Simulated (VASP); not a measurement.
# H8CO6 in VASP: single point with PBE+D3(BJ)

Aim: the single point of H8CO6 with PBE+D3(BJ).

All numbers are computed with VASP 6.6.1; they aren't measurements. Logs are shortened: lines on timing, memory, paths and dates and some standing lists are left out, and cuts for length are marked.

## 1. The cell of the first run

The cell holds a disordered packing, 15 atoms: a = 5.708 Å, b = 5.708 Å, c = 5.708 Å, α = 90.00°, β = 90.00°, γ = 90.00°.

## 2. Single point, PBE+D3(BJ)

File INCAR:

```
SYSTEM = H8CO6
ALGO     = Normal         ! electronic algorithm
EDIFF    = 1E-6           ! SCF threshold, eV
ENCUT    = 1000           ! plane-wave cutoff, eV
GGA      = PE             ! functional
GGA_COMPAT= .False.      
ISIF     = 2              ! what is computed and relaxed
ISMEAR   = -1             ! smearing method
IVDW     = 12             ! dispersion correction
LASPH    = .True.         ! aspherical terms in the spheres
LCHARG   = .False.        ! write CHGCAR
LREAL    = Auto         
LWAVE    = .False.        ! write WAVECAR
NBANDS   = 37             ! bands
NELM     = 120            ! most SCF steps
PREC     = Accurate       ! precision mode
SIGMA    = 0.02           ! smearing width, eV
```

File KPOINTS:

```
k-points
0
Gamma
  1 1 1
  0 0 0
```

File POSCAR:

```
H8CO6
1.0
    5.7082670000      0.0000000000      0.0000000000
    0.0000000000      5.7082670000      0.0000000000
    0.0000000000      0.0000000000      5.7082670000
O H C
6 8 1
Direct
    0.1071253324      0.3828832814      0.8667604371
    0.7463035629      0.9958539080      1.1005441757
    0.5357492913      0.7441312749      0.7930953475
    0.8408856839      0.2624088887      0.4964378856
    0.2378305009      0.0603685847      0.3920103947
    0.4085302947      0.4061127484      0.2786835304
    0.0401172545      0.3385791169      0.7171353407
    0.0747337152      0.5389726865      0.8331250097
    0.7672381127      1.0853031226      0.9617279640
    0.6389504906      0.8699312769      1.0386690041
    0.5276382482      0.8052881899      0.6393884519
    0.3967228583      0.6366555734      0.8134693069
    0.8407280178      0.1918270466      0.3333410998
    0.7135265397      0.3764890465      0.4682682152
    0.3296622250      0.2260055460      0.3303104077
```

Potentials or basis: VASP PAW PBE potentials, release 64 (O_h, H_h, C_h).

Launch:

```
$ cat potpaw_PBE.64/O_h/POTCAR potpaw_PBE.64/H_h/POTCAR potpaw_PBE.64/C_h/POTCAR > POTCAR
$ mpirun -np 1 vasp_gam > vasp.out
```

OUTCAR:

```text
SYSTEM = H8CO6
   EDIFF = 1E-6
   ENCUT = 1000
   GGA = PE
   ISIF = 2
   ISMEAR = -1
   IVDW = 12
   LASPH = .True.
   LREAL = Auto
   NELM = 120
   PREC = Accurate
 IVDW          = 12

 ion  position               nearest neighbor table
   1  0.107  0.383  0.867-   8 0.93   7 0.97
   2  0.746  0.996  0.101-   9 0.95  10 1.01
   3  0.536  0.744  0.793-  11 0.95  12 1.01
   4  0.841  0.262  0.496-  14 0.99  13 1.01
   5  0.238  0.060  0.392-  15 1.14
   6  0.409  0.406  0.279-  15 1.16
   7  0.040  0.339  0.717-   1 0.97
   8  0.075  0.539  0.833-   1 0.93
   9  0.767  0.085  0.962-   2 0.95
  10  0.639  0.870  0.039-   2 1.01
  11  0.528  0.805  0.639-   3 0.95
  12  0.397  0.637  0.813-   3 1.01
  13  0.841  0.192  0.333-   4 1.01
  14  0.714  0.376  0.468-   4 0.99
  15  0.330  0.226  0.330-   5 1.14   6 1.16

  LATTYP: Found a simple cubic cell.
 ALAT       =     5.7082670000

  Lattice vectors:

 A1 = (   5.7082670000,   0.0000000000,   0.0000000000)
 A2 = (   0.0000000000,   5.7082670000,   0.0000000000)
 A3 = (   0.0000000000,   0.0000000000,   5.7082670000)

Analysis of symmetry for initial positions (statically):
=====================================================================
 Subroutine PRICEL returns:
 Original cell was already a primitive cell.

 Routine SETGRP: Setting up the symmetry group for a
 simple cubic supercell.

 Subroutine GETGRP returns: Found  1 space group operations
 (whereof  1 operations were pure point group operations)
 out of a pool of 48 trial point group operations.

The static configuration has the point symmetry C_1 .

Analysis of symmetry for dynamics (positions and initial velocities):
=====================================================================
 Subroutine PRICEL returns:
 Original cell was already a primitive cell.

 Routine SETGRP: Setting up the symmetry group for a
 simple cubic supercell.

 Subroutine GETGRP returns: Found  1 space group operations
 (whereof  1 operations were pure point group operations)
 out of a pool of 48 trial point group operations.

The dynamic configuration has the point symmetry C_1 .

 Subroutine INISYM returns: Found  1 space group operations
[... 109 lines left out ...]
   PSTRESS=    0.0 pullay stress
   NELECT =      48.0000    total number of electrons
   NUPDOWN=      -1.0000    fix difference up-down
   EMIN   =  10.00;   EMAX   =-10.00  energy-range for DOS
   EFERMI =   0.00;   METHOD = LEGACY
   ISMEAR =    -1;   SIGMA  =   0.02  broadening in eV -4-tet -1-fermi 0-gaus
   EFERMI_NEDOS =   21; number of points for ismear=-14 and -15
   IALGO  =     38    algorithm
   IMIX   =      4    mixing-type and parameters
     AMIX     =   0.40;   BMIX     =  1.00
     AMIX_MAG =   1.60;   BMIX_MAG =  1.00
  volume/ion in A,a.u.               =      12.40        83.68
  Fermi-wavevector in a.u.,A,eV,Ry     =   1.042280  1.969623 14.780649  1.086347
  Thomas-Fermi vector in A             =   2.176938
   LORBIT       =      0    0 simple, 1 ext, 2 COOP (PROOUT), +10 PAW based schemes
   GGA     = PE    functional components
   LHFCALC =     F    Hartree Fock is set to
   AEXX    =    0.0000 exact exchange contribution
   IVDW    =    12    specifies the selected vdW correction
   LEPSILON=     F    determine dielectric tensor
   LRPA    =     F    only Hartree local field effects (RPA)
 non-spin polarized calculation
  energy-cutoff  :     1000.00
  volume of cell :      186.00
 maximum number of plane-waves:      6651
 NGX is ok and might be reduce to    60
   NGX = 29   NGY = 29   NGZ = 29

 number of electron      48.0000000 magnetization

 Free energy of the ion-electron system (eV)
  ---------------------------------------------------
  ext. energy  EPLUGINS =         0.00000000
  ---------------------------------------------------
  free energy    TOTEN  =       -80.78601944 eV

  energy without entropy =      -80.78601944  energy(sigma->0) =      -80.78601944

 E-fermi :  -2.9989     XC(G=0):  -6.5732

 val. band max:       -3.4853173405   @ k =   0.0000   0.0000   0.0000
 cond. band min:       1.2159811292   @ k =   0.0000   0.0000   0.0000
 fundamental gap:      4.7012984698
 Fermi energy:        -2.9988552879

 k-point     1 :       0.0000    0.0000    0.0000
  band No.  band energies     occupation
      1     -25.8063      2.00000
      2     -24.7289      2.00000
      3     -22.3750      2.00000
      4     -22.1857      2.00000
      5     -21.5674      2.00000
      6     -21.2656      2.00000
[... 28 lines left out ...]
     35       8.2409      0.00000
     36       8.2577      0.00000
 [bands above 36 left out]

------------------------ aborting loop because EDIFF is reached ----------------------------------------

 Edisp (eV)   -0.52975

 E8    (eV) :    -0.1160

  FORCE on cell =-STRESS in cart. coord.  units (eV):
  Direction    XX          YY          ZZ          XY          YZ          ZX
  --------------------------------------------------------------------------------------
  -------------------------------------------------------------------------------------
  Total       1.67754     6.42278     1.80981     0.92333    -0.54620     0.14826
  in kB      14.45009    55.32493    15.58942     7.95341    -4.70488     1.27709
  external pressure =       28.45 kB  Pullay stress =        0.00 kB

 VOLUME and BASIS-vectors are now :
 -----------------------------------------------------------------------------
  energy-cutoff  :     1000.00
  volume of cell :      186.00
      direct lattice vectors                 reciprocal lattice vectors
     5.708267000  0.000000000  0.000000000     0.175184517  0.000000000  0.000000000
     0.000000000  5.708267000  0.000000000     0.000000000  0.175184517  0.000000000
     0.000000000  0.000000000  5.708267000     0.000000000  0.000000000  0.175184517

 POSITION                                       TOTAL-FORCE (eV/Angst)
 -----------------------------------------------------------------------------------
      0.61150      2.18560      4.94770         0.694384     -1.192037      0.151048
      4.26010      5.68460      0.57393        -0.600377     -0.977077      0.786390
      3.05820      4.24770      4.52720        -1.307337     -1.874323      1.226004
      4.80000      1.49790      2.83380        -0.995819      0.475944     -1.494241
      1.35760      0.34460      2.23770        -0.914745     -3.223515      0.789760
      2.33200      2.31820      1.59080         0.828635      1.197561     -0.372116
      0.22900      1.93270      4.09360        -0.415604     -1.554273     -0.806765
      0.42660      3.07660      4.75570        -0.499813      2.925201      0.694456
      4.37960      0.48693      5.48980         0.356177      0.771631     -0.907495
      3.64730      4.96580      0.22073         0.698569      0.752360      0.251366
      3.01190      4.59680      3.64980        -0.224738      0.561867     -1.206454
      2.26460      3.63420      4.64350         1.232610      0.689279     -0.302426
      4.79910      1.09500      1.90280         0.166364     -0.233449      1.178383
      4.07300      2.14910      2.67300         0.579129     -0.222393      0.565670
      1.88180      1.29010      1.88550         0.402565      1.903225     -0.553580
 -----------------------------------------------------------------------------------
    total drift:                                0.002985     -0.000122      0.001398

  FREE ENERGIE OF THE ION-ELECTRON SYSTEM (eV)
  ---------------------------------------------------
  free  energy   TOTEN  =       -81.3157697307 eV

  energy  without entropy=      -81.3157697307  energy(sigma->0) =      -81.31576973
```

OSZICAR:

```text
N       E                     dE             d eps       ncg     rms          rms(c)
DAV:   1     0.652591328988E+03    0.65259E+03   -0.34647E+04    74   0.195E+03
DAV:   2     0.317120946734E+02   -0.62088E+03   -0.56637E+03   108   0.361E+02
DAV:   3    -0.845892432932E+02   -0.11630E+03   -0.11441E+03   100   0.168E+02
DAV:   4    -0.888184129932E+02   -0.42292E+01   -0.42113E+01    92   0.345E+01
DAV:   5    -0.889280536704E+02   -0.10964E+00   -0.10929E+00   100   0.522E+00    0.179E+01
DAV:   6    -0.811377015401E+02    0.77904E+01   -0.22079E+01    92   0.251E+01    0.676E+00
DAV:   7    -0.809099218268E+02    0.22778E+00   -0.13822E+00    92   0.634E+00    0.423E+00
DAV:   8    -0.807873667002E+02    0.12256E+00   -0.32007E-01    92   0.376E+00    0.606E-01
DAV:   9    -0.807846024794E+02    0.27642E-02   -0.28454E-02   100   0.113E+00    0.276E-01
DAV:  10    -0.807860246632E+02   -0.14222E-02   -0.10836E-02    92   0.662E-01    0.124E-01
DAV:  11    -0.807860855193E+02   -0.60856E-04   -0.11803E-03    84   0.237E-01    0.531E-02
DAV:  12    -0.807860406291E+02    0.44890E-04   -0.29169E-04    84   0.112E-01    0.279E-02
DAV:  13    -0.807860217092E+02    0.18920E-04   -0.55122E-05   100   0.559E-02    0.776E-03
DAV:  14    -0.807860202496E+02    0.14596E-05   -0.10918E-05    84   0.210E-02    0.595E-03
DAV:  15    -0.807860194417E+02    0.80795E-06   -0.18694E-06    76   0.922E-03
   1 F= -.81315770E+02 E0= -.81315770E+02  d E =-.276813E-10
```

stdout:

```text
POSCAR found type information on POSCAR O H C
 POSCAR found :  3 types and      15 ions
 scaLAPACK will be used
 LDA part: xc-table for (Slater+PW92), standard interpolation
 POSCAR, INCAR and KPOINTS ok, starting setup
 FFT: planning ... GRIDC
 FFT: planning ... GRID_SOFT
 FFT: planning ... GRID
 WAVECAR not read
 entering main loop
```

Wall time 23 s (1 thread of AMD EPYC 7R13 (Zen 3), shared host); peak memory 0.42 GiB.

Results:

```
Free energy                : -81.3158 eV
Pressure                   : 2.8 GPa
Largest force              : 3.443 eV/Å
Dispersion energy per atom : -0.035 eV
```

Forces on the atoms (eV/Å):
```
O    0.694 -1.192  0.151
O   -0.600 -0.977  0.786
O   -1.307 -1.874  1.226
O   -0.996  0.476 -1.494
O   -0.915 -3.224  0.790
O    0.829  1.198 -0.372
H   -0.416 -1.554 -0.807
H   -0.500  2.925  0.694
H    0.356  0.772 -0.907
H    0.699  0.752  0.251
H   -0.225  0.562 -1.206
H    1.233  0.689 -0.302
H    0.166 -0.233  1.178
H    0.579 -0.222  0.566
C    0.403  1.903 -0.554
```

Levels at points of the mesh, in eV from the Fermi level:
```csv
k point,band 21,band 22,band 23,band 24,band 25,band 26,band 27,band 28
"(0.00, 0.00, 0.00)",-1.26,-0.86,-0.82,-0.49,4.21,6.44,6.48,7.77
```

Caveat: the k points lie up to 1.10 Å⁻¹ apart, too coarse for converged energies, forces and pressures.
